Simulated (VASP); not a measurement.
# MnO2: single point with LDA+U

Crystal: MnO2.

```
Mn O
1.0
     0.00000    2.31287    2.31287
     2.31287    0.00000    2.31287
     2.31287    2.31287    0.00000
Mn O
1 2
Direct
  0.00000 0.00000 0.00000
  0.25000 0.25000 0.25000
  0.75000 0.75000 0.75000
```

```
Program                : VASP 6.6.1
Task                   : single point
Functional             : LDA
Potentials or basis    : VASP PAW LDA potentials, release 64 (Mn_sv, O)
Cutoff                 : 700 eV
k mesh                 : 7 × 7 × 7
Occupations            : gaussian, width 0.05 eV
Spin                   : collinear spin, ferromagnetic start
Starting moments       : [3.0, 0.0, 0.0] μB
Hubbard terms          : Mn d U = 4.0 eV
Dipole correction      : no
Further INCAR settings : ALGO = Normal; EDIFF = 1e-06; NBANDS = 24
```

```json
{"Pressure": "15.0 GPa", "Band gap on the k mesh": "zero (filled and empty bands overlap)", "Net moment": "3.00 μB per cell", "Site moments": "Mn +3.40; O -0.26 μB", "Valence electrons inside the program's atomic spheres": "Mn 12.74; O 5.00"}
```

Levels at points of the mesh, in eV from the Fermi level:
Spin up:
| k point | band 12 | band 13 | band 14 | band 15 | band 16 | band 17 | band 18 | band 19 |
| --- | --- | --- | --- | --- | --- | --- | --- | --- |
| (0.00, 0.00, 0.00) | -1.57 | -1.57 | -1.57 | 0.80 | 0.80 | 0.80 | 7.07 | 12.12 |
Spin down:
| k point | band 10 | band 11 | band 12 | band 13 | band 14 | band 15 |
| --- | --- | --- | --- | --- | --- | --- |
| (0.00, 0.00, 0.00) | -1.94 | -1.94 | -1.94 | 1.54 | 1.54 | 4.50 |

Eigenvalues of the final occupation matrices:
```tsv
site	spin	trace	eigenvalues
site 1 d	1	3.93	0.70 0.70 0.70 0.91 0.91
site 1 d	2	0.56	0.03 0.03 0.17 0.17 0.17
```

Run time: 17 s on 1 thread of Intel(R) Xeon(R) 6975P-C (Granite Rapids), on a shared host, peak memory 0.16 GiB.

Caveat: the cell stands under pressure; a cell with one magnetic atom can't hold antiferromagnetic order, which such compounds often take. The state reached can hang on the start; a lower one may exist.
